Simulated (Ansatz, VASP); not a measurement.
# Si2Ge in VASP and in Ansatz

```
Si Ge
1.0
    -1.36411    1.36411    6.63808
     1.36411   -1.36411    6.63808
     1.36411    1.36411   -6.63808
Si Ge
2 1
Direct
  0.67745 0.67745 0.00000
  0.32255 0.32255 0.00000
  0.00000 0.00000 0.00000
```

Alike in both runs: functional PBE; k mesh 22 × 22 × 22; occupations gaussian, width 0.1 eV; no spin polarisation.

Ansatz relaxed the structure, and its values are those at the end. VASP's run is a single point on that final structure, the one shown.

```csv
,VASP,Ansatz
version,VASP 6.6.1,Ansatz 0.2.0
potentials or method,"VASP PAW PBE potentials, release 64 (Si, Ge_d), cutoff 520 eV","scalar-relativistic, plane waves, PAW"
valence electrons in the cell,22,22
```

```tsv
	VASP	Ansatz	Ansatz less VASP
gap on the k mesh at the Fermi level (eV)	none	none	-
pressure (GPa)	0.0	0.0	+0.01
```

A gap of «none» marks a metal or a gap that the smearing closes. The functional is the same, so the differences come from potentials, cutoffs and numerics.
